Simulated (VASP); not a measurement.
Write the native input for VASP 6.6.1 that does the following.

```yaml
Task: single point
Functional: PBE
Potentials_or_basis: VASP PAW PBE potentials, release 64 (Ga_d, As)
Cutoff: 500 eV
k_mesh: 6 × 6 × 4
Occupations: gaussian, width 0.1 eV
Spin: no spin polarisation
Dipole_correction: no
Further_INCAR_settings: ALGO = Normal; EDIFF = 1e-06; NBANDS = 18
```

The structure of GaAs2 lies in POSCAR:

```
GaAs2
1.0
    3.7915652546      0.0000000000      0.0000000000
   -1.8957826273      3.2835918306      0.0000000000
    0.0000000000      0.0000000000      5.4955202304
Ga As
1 2
Direct
    0.0000000000      0.0000000000      0.5000000000
    0.3333333333      0.6666666667      0.7736723157
    0.3333333333      0.6666666667      0.2263276843
```

The cell was generated, and may not be a known phase.

One way to write it, as run:

INCAR

```
ALGO = Normal ; EDIFF = 1E-6
ENCUT = 500 ; GGA = PE
GGA_COMPAT = F ; ISIF = 2
ISMEAR = 0 ; LASPH = T
LCHARG = F ; LREAL = F
LWAVE = F ; NBANDS = 18
NELM = 120 ; PREC = Accurate
SIGMA = 0.1
```

KPOINTS

```
k-points
0
Gamma
  6 6 4
```

Potentials or basis: VASP PAW PBE potentials, release 64 (Ga_d, As).

Command:

```console
$ cat potpaw_PBE.64/Ga_d/POTCAR potpaw_PBE.64/As/POTCAR > POTCAR
$ mpirun -np 1 vasp_std > vasp.out
```

It gave:

```json
{
 "Pressure": "0.2 GPa",
 "Largest force": "0.007 eV/Å",
 "Band gap on the k mesh": "zero (an odd number of electrons rules out a gap without spin polarisation)"
}
```

Caveat: an odd number of electrons without spin polarisation forces a metal; a magnetic or distorted state may lie lower.

Wall time 23 s on 1 thread of Intel Xeon 8259CL, with other jobs on the host, peak memory 0.18 GiB.
